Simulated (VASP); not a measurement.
As: single point with PBE

As:

```
As
1.0
     2.97948   -0.10062    0.32377
    -0.10062    2.58301    0.26188
     0.32377    0.26188    2.54855
As
1
Direct
  0.50000 0.50000 0.50000
```

- Program: VASP 6.6.1
- Task: single point
- Functional: PBE
- Potentials or basis: VASP PAW PBE potentials, release 64 (As)
- Cutoff: 520 eV
- k mesh: 7 × 8 × 8
- Occupations: gaussian, width 0.1 eV
- Spin: no spin polarisation

| Property | Result |
| --- | --- |
| Pressure | 7.8 GPa |

Stress tensor (GPa, compression positive):
```
-6.27 -1.07 -1.24
-1.07 13.82 -5.27
-1.24 -5.27 15.71
```

Levels at points of the mesh, in eV from the Fermi level:
| k point | band 1 | band 2 | band 3 | band 4 | band 5 | band 6 |
| --- | --- | --- | --- | --- | --- | --- |
| (0.00, 0.00, 0.00) | -15.15 | 1.67 | 6.05 | 6.89 | 7.53 | 10.71 |
| (0.00, 0.50, 0.00) | -11.03 | -7.04 | 4.21 | 8.05 | 9.92 | 12.63 |
| (0.00, 0.00, 0.50) | -10.63 | -6.93 | 2.89 | 7.33 | 7.79 | 12.10 |
| (0.00, 0.50, 0.50) | -7.13 | -5.33 | -1.53 | 4.05 | 5.82 | 12.21 |

It took 10 s on 1 thread of Intel Xeon 6975P-C (shared host), peak memory 0.15 GiB.
